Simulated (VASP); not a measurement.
A run of VASP 6.6.1 is set up as follows.

INCAR

```
SYSTEM = Se
PREC = Accurate ; ENCUT = 520
EDIFF = 1E-6 ; ISMEAR = -1
SIGMA = 0.05 ; LREAL = .FALSE.
LASPH = .TRUE. ; NELM = 60
ALGO = Normal ; ISIF = 2
LWAVE = .FALSE. ; LCHARG = .TRUE.
GGA = PE ; LELF = .TRUE.
LVHAR = .TRUE. ; NBANDS = 9
```

KPOINTS

```
Automatic mesh
0
G
  18 18 18
  0 0 0
```

Contents of POSCAR:

```
Se
1.0
   -1.5133626839      1.5133626839      1.5133626839
    1.5133626839     -1.5133626839      1.5133626839
    1.5133626839      1.5133626839     -1.5133626839
Se
1
Direct
    0.0000000000      0.0000000000      0.0000000000
```

Potentials or basis: VASP PAW PBE potentials, release 64 (Se).

Run with:

```sh
$ cat potpaw_PBE.64/Se/POTCAR > POTCAR
$ mpirun -np 1 vasp_std > vasp.out
```

Task: Estimate the band gap on the k mesh.

Result: Zero (bands 3 and 4 overlap by 10.88 eV).

Task: What does it give for the pressure?

Result: 66.6 GPa.

Caveat: the cell stands under pressure.
